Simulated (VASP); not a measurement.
Set up this calculation in VASP 6.6.1, as the native input.

```
Task                   : relaxation of volume and atoms at fixed shape
Functional             : PBE
Potentials or basis    : VASP PAW PBE potentials, release 64 (Ta_pv, N)
Cutoff                 : 600 eV
k mesh                 : 5 × 5 × 8
Occupations            : gaussian, width 0.02 eV
Spin                   : no spin polarisation
Dipole correction      : no
Further INCAR settings : ALGO = Normal; EDIFF = 1e-06; IBRION = 2; EDIFFG = -0.02; NSW = 80; ISIF = 8
```

The structure of TaN lies in POSCAR:

```
TaN
1.0
    5.1910000000      0.0000000000      0.0000000000
   -2.5955000000      4.4955380000      0.0000000000
    0.0000000000      0.0000000000      2.9080000000
Ta N
3 3
Direct
    0.0000000000      0.0000000000      0.0000000000
    0.3333333333      0.6666666667      0.5000000000
    0.6666666667      0.3333333333      0.5000000000
    0.5000000000      0.0000000000      0.0000000000
    0.5000000000      0.5000000000      0.0000000000
    0.0000000000      0.5000000000      0.0000000000
```

These files were run (other wordings do the same):

INCAR

```
SYSTEM = TaN
ALGO = Normal
EDIFF = 1E-6
EDIFFG = -0.02
ENCUT = 600
GGA = PE
IBRION = 2
ISIF = 8
ISMEAR = 0
LASPH = .True.
LCHARG = .False.
LREAL = .False.
LWAVE = .False.
NELM = 60
NSW = 80
PREC = Accurate
SIGMA = 0.02
```

KPOINTS

```
k-points
0
Gamma
  5 5 8
  0 0 0
```

Potentials or basis: VASP PAW PBE potentials, release 64 (Ta_pv, N).

Run with:

```console
$ cat potpaw_PBE.64/Ta_pv/POTCAR potpaw_PBE.64/N/POTCAR > POTCAR
$ mpirun -np 1 vasp_std > vasp.out
```

Results of the run:

| Quantity | Value |
| --- | --- |
| Relaxed volume | 11.69 Å³/atom |
| Relaxed cell | a = 5.249 Å, b = 5.249 Å, c = 2.940 Å, α = 90.00°, β = 90.00°, γ = 120.00° |
| Space group after relaxing (to 0.1 Å) | P6/mmm (No. 191) |
| Energy gained by relaxing | 11.8 meV/atom |
| Ionic steps | 3 |
| Pressure after relaxing | -0.2 GPa |
| Band gap on the k mesh | zero (bands 24 and 25 overlap by 2.01 eV) |

Caveat: spin-orbit coupling is left out, which moves the levels of the heavy elements.

Wall time 2.7 min on 1 thread of Intel(R) Xeon(R) Platinum 8259CL CPU @ 2.50GHz (Skylake/Cascade Lake), with other jobs on the host, peak memory 0.23 GiB.
